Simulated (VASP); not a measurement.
HfBe2Si2: relaxation of cell and atoms with PBE

The system is HfBe2Si2.

```
Hf Be Si
1.0
     3.54732    0.00000    0.00000
    -1.77366    3.07207    0.00000
     0.00000    0.00000    6.67046
Hf Be Si
1 2 2
Direct
  0.00000 0.00000 0.00000
  0.00000 0.00000 0.33306
  0.00000 0.00000 0.66694
  0.33333 0.66667 0.50000
  0.66667 0.33333 0.50000
```

The cell was built from a structure type or drawn by symmetry, and may not be a known phase.

* Program: VASP 6.6.1
* Task: relaxation of cell and atoms
* Functional: PBE
* Potentials or basis: VASP PAW PBE potentials, release 64 (Hf_pv, Be, Si)
* Cutoff: 600 eV
* k mesh: 6 × 6 × 4
* Occupations: gaussian, width 0.1 eV
* Spin: no spin polarisation
* Dipole correction: no
* Further INCAR settings: ALGO = Normal; EDIFF = 1e-07; IBRION = 2; EDIFFG = -0.04; NSW = 90; ISIF = 3

```yaml
Relaxed_volume: 18.82 Å³/atom
Relaxed_cell: a = 3.943 Å, b = 3.943 Å, c = 6.989 Å, α = 90.00°, β = 90.00°, γ = 120.00°
Space_group_after_relaxing_to_0.1_Å: P6/mmm (No. 191)
Energy_gained_by_relaxing: 395.9 meV/atom
Ionic_steps: 10
Pressure_after_relaxing: 0.1 GPa
Largest_force_after_relaxing: 0.006 eV/Å
Band_gap_on_the_k_mesh: zero (bands 11 and 12 overlap by 0.55 eV)
```

Forces on the atoms (eV/Å):
```
Hf   0.000  0.000  0.000
Be   0.000  0.000 -0.006
Be   0.000  0.000  0.006
Si   0.000  0.000  0.000
Si   0.000  0.000  0.000
```

The path:
```tsv
step	energy change (eV)	largest force (eV/Å)	pressure (GPa)	volume (Å³)
1	0.0000	1.9160	29.33	72.69
2	-1.7236	0.8910	-5.03	104.40
3	-1.8577	1.0930	-0.81	95.64
4	-1.9423	0.4902	-0.36	95.14
5	-1.9595	0.0391	0.06	94.80
6	-1.9708	0.0079	-0.11	94.82
7	-1.9748	0.2054	-0.46	94.84
8	-1.9776	0.0861	-0.31	94.84
9	-1.9779	0.1062	-0.34	94.84
10	-1.9797	0.0064	0.06	94.08
```

Final structure:
```xyz
5
Lattice="3.9426 0.0000 0.0000 -1.9713 3.4144 0.0000 0.0000 0.0000 6.9890" Properties=species:S:1:pos:R:3 pbc="T T T"
Hf    0.0000    0.0000    0.0000
Be    0.0000    0.0000    2.5015
Be    0.0000    0.0000    4.4875
Si    0.0000    2.2763    3.4945
Si    1.9713    1.1381    3.4945
```

Levels at points of the mesh, in eV from the Fermi level:
| k point | band 8 | band 9 | band 10 | band 11 | band 12 | band 13 | band 14 | band 15 |
| --- | --- | --- | --- | --- | --- | --- | --- | --- |
| (0.00, 0.00, 0.00) | -2.52 | -1.75 | -1.75 | -1.11 | 0.64 | 0.94 | 0.94 | 1.42 |
| (0.50, 0.00, 0.00) | -2.70 | -2.31 | -2.11 | -0.55 | 0.33 | 0.64 | 1.40 | 2.74 |
| (0.00, 0.00, 0.50) | -2.39 | -1.84 | -1.84 | -1.12 | 0.26 | 0.65 | 0.89 | 0.89 |
| (0.50, 0.00, 0.50) | -3.30 | -2.65 | -0.71 | -0.13 | 0.88 | 1.26 | 1.51 | 1.72 |

It took 120 s on 1 thread of Intel(R) Xeon(R) 6975P-C (Granite Rapids), with other jobs on the host, peak memory 0.22 GiB.

Caveat: the volume moved by over 15 % at a fixed basis, so the end points are rough; spin-orbit coupling is left out, which moves the levels of the heavy elements.
